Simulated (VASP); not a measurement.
GaP:

```xyz
2
Lattice="0.0000 2.7525 2.7525 2.7525 0.0000 2.7525 2.7525 2.7525 0.0000" Properties=species:S:1:pos:R:3 pbc="T T T"
Ga    0.0000    0.0000    0.0000
P     1.3763    1.3763    1.3763
```

- Program: VASP 6.6.1
- Task: relaxation of cell and atoms
- Functional: r2SCAN
- Potentials or basis: VASP PAW PBE potentials, release 64 (Ga_d, P)
- Cutoff: 600 eV
- k mesh: 8 × 8 × 8
- Occupations: fermi-dirac, width 0.02 eV
- Spin: no spin polarisation

At the start: pressure -2.5 GPa; volume 20.85 Å³/atom.

Question: How do energy, volume and symmetry change on relaxing?

Answer: Over 8 steps the energy falls by 5.1 meV/atom and the volume is 20.22 Å³/atom (-3.0 %); space group F-43m (No. 216, to 0.1 Å) before and after.

The path:
```csv
step,energy change (eV),largest force (eV/Å),pressure (GPa),volume (Å³)
1,0.0000,0.0000,-2.46,41.71
2,-0.0073,0.0000,1.49,39.81
3,-0.0103,0.0000,-0.77,40.44
4,-0.0099,0.0000,0.55,40.22
5,-0.0101,0.0000,0.23,40.31
6,-0.0102,0.0000,0.19,40.36
7,-0.0102,0.0000,0.07,40.40
8,-0.0103,0.0000,-0.02,40.45
```

Final structure:
```
CELL_PARAMETERS angstrom
0.00000 2.72449 2.72449
2.72449 0.00000 2.72449
2.72449 2.72449 0.00000
ATOMIC_POSITIONS crystal
Ga 0.00000 0.00000 0.00000
P 0.25000 0.25000 0.25000
```

Caveat: the PAW data sets were made with another functional, which shifts forces and pressure a little.
